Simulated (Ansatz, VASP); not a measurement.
## BeGe3: VASP beside Ansatz

```
Be Ge
1.0
     4.07989    0.00000    0.00000
     0.00000    4.07989    0.00000
     0.00000    0.00000    4.07989
Be Ge
1 3
Direct
  0.00000 0.00000 0.00000
  0.00000 0.50000 0.50000
  0.50000 0.00000 0.50000
  0.50000 0.50000 0.00000
```

Alike in both runs: functional PBE; k mesh 12 × 12 × 12; occupations gaussian, width 0.1 eV; no spin polarisation.

Ansatz relaxed the structure, and its values are those at the end. VASP's run is a single point on that final structure, the one shown.

|  | VASP | Ansatz |
| --- | --- | --- |
| version | VASP 6.6.1 | Ansatz 0.2.0 |
| potentials or method | VASP PAW PBE potentials, release 64 (Be, Ge_d), cutoff 520 eV | scalar-relativistic, plane waves, PAW |
| valence electrons in the cell | 44 | 44 |

```csv
,VASP,Ansatz,Ansatz less VASP
gap on the k mesh at the Fermi level (eV),none,none,-
pressure (GPa),0.0,0.0,0.00
```

A gap of «none» marks a metal or a gap that the smearing closes.
